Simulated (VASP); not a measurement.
Input of a VASP 6.6.1 run:

Contents of INCAR:

```
ALGO = Normal ; EDIFF = 1E-6
ENCUT = 520 ; GGA = CA
ISIF = 2 ; ISMEAR = -1
LASPH = True ; LCHARG = False
LREAL = False ; LWAVE = False
NBANDS = 23 ; NELM = 100
PREC = Accurate ; SIGMA = 0.05
```

Contents of KPOINTS:

```
k-points
0
Gamma
  10 10 5
```

File POSCAR:

```
HfN
1.0
    3.0915527214      0.0000000000      0.0000000000
   -1.5457763607      2.6773631939      0.0000000000
    0.0000000000      0.0000000000      5.3435591820
Hf N
2 2
Direct
    0.3333333333      0.6666666667      0.2500000000
    0.6666666667      0.3333333333      0.7500000000
    0.0000000000      0.0000000000      0.5000000000
    0.0000000000      0.0000000000      0.0000000000
```

Potentials or basis: VASP PAW LDA potentials, release 64 (Hf_pv, N).

Launch:

```sh
$ cat potpaw_LDA.64/Hf_pv/POTCAR potpaw_LDA.64/N/POTCAR > POTCAR
$ mpirun -np 1 vasp_std > vasp.out
```

**Question.** What does it give for the band gap on the k mesh?

**Answer.** Zero (bands 15 and 16 overlap by 1.82 eV).

**Question.** Predict the pressure.

**Answer.** 1.4 GPa.

Stress tensor (GPa, compression positive):
```
1.63 0.00 0.00
0.00 1.63 0.00
0.00 0.00 1.06
```

Caveat: spin-orbit coupling is left out, which moves the levels of the heavy elements.
